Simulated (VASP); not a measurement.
Runs of VASP 6.6.1 on Be. The structure is that of space group P6_3/mmc (No. 194), or close to it. The cells are those of the table. 

```csv
cell,k mesh,gap on the mesh (eV),pressure (GPa)
"a = 2.302, b = 2.302, c = 7.322 Å, angles 90.0, 90.0, 120.0°, 4 atoms",18 × 18 × 5,none,-4.3
"a = 2.241, b = 2.241, c = 7.129 Å, angles 90.0, 90.0, 120.0°, 4 atoms",18 × 18 × 5,none,5.2
"a = 2.177, b = 2.177, c = 6.926 Å, angles 90.0, 90.0, 120.0°, 4 atoms",18 × 18 × 5,none,18.7
"a = 2.272, b = 2.272, c = 7.227 Å, angles 90.0, 90.0, 120.0°, 4 atoms",21 × 21 × 6,none,0.1
"a = 2.210, b = 2.210, c = 7.029 Å, angles 90.0, 90.0, 120.0°, 4 atoms",18 × 18 × 5,none,(c)
"a = 2.331, b = 2.331, c = 7.415 Å, angles 90.0, 90.0, 120.0°, 4 atoms",18 × 18 × 5,none,(a)
"a = 2.272, b = 2.272, c = 7.227 Å, angles 90.0, 90.0, 120.0°, 4 atoms",18 × 18 × 5,none,0.0
"a = 2.359, b = 2.359, c = 7.505 Å, angles 90.0, 90.0, 120.0°, 4 atoms",18 × 18 × 5,none,(b)
```

Alike in all rows: task single point; level revPBE; potentials or basis VASP PAW PBE potentials, release 64 (Be); no spin polarisation; cutoff (eV) 520; smearing fermi-dirac 0.1 eV.

Question: Estimate the missing entries.

Answer: (a) -8.0; (b) -11.1; (c) 11.4.

Caveats: the PAW data sets were made with another functional, which shifts forces and pressure a little.

A gap of «none» marks levels without a gap at the run's occupations.
